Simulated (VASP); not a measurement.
Wanted: the native input for a VASP 6.6.1 run.

```yaml
Task: single point
Functional: PBE
Potentials_or_basis: VASP PAW PBE potentials, release 64 (Sn_d)
Cutoff: 520 eV
k_mesh: 12 × 12 × 12
Occupations: gaussian, width 0.05 eV
Spin: no spin polarisation
Dipole_correction: no
Further_INCAR_settings: ALGO = Normal; EDIFF = 1e-06; NBANDS = 21
```

The structure of Sn lies in POSCAR:

```
Sn
1.0
    0.0000000000      3.2602818591      3.2602818591
    3.2602818591      0.0000000000      3.2602818591
    3.2602818591      3.2602818591      0.0000000000
Sn
2
Direct
    0.0000000000      0.0000000000      0.0000000000
    0.2500000000      0.2500000000      0.2500000000
```

These files were run (other wordings do the same):

INCAR

```
PREC     = Accurate       # precision mode
ENCUT    = 520            # plane-wave cutoff, eV
EDIFF    = 1E-6           # SCF threshold, eV
ISMEAR   = 0              # smearing method
SIGMA    = 0.05           # smearing width, eV
LREAL    = F              # projectors in reciprocal space
LASPH    = T              # aspherical terms in the spheres
NELM     = 100            # most SCF steps
ALGO     = Normal         # electronic algorithm
ISIF     = 2              # what is computed and relaxed
LWAVE    = F              # write WAVECAR
LCHARG   = T              # write CHGCAR
GGA      = PE             # functional
LELF     = T              # ELF
LVHAR    = T            
NBANDS   = 21             # bands
```

KPOINTS

```
Automatic mesh
0
Gamma
  12 12 12
```

Potentials or basis: VASP PAW PBE potentials, release 64 (Sn_d).

Run with:

```sh
$ cat potpaw_PBE.64/Sn_d/POTCAR > POTCAR
$ mpirun -np 1 vasp_std > vasp.out
```

Results of the run:

```yaml
Pressure: 2.5 GPa
Band_gap_on_the_k_mesh: zero (band 14 reaches 5.58 eV, above the bottom of band 15 at 5.46 eV)
```

Caveat: spin-orbit coupling is left out, which moves the levels of the heavy elements.

It took 67 s on 1 thread of Intel(R) Xeon(R) Platinum 8375C CPU @ 2.90GHz (Ice Lake) (shared host), peak memory 0.24 GiB.
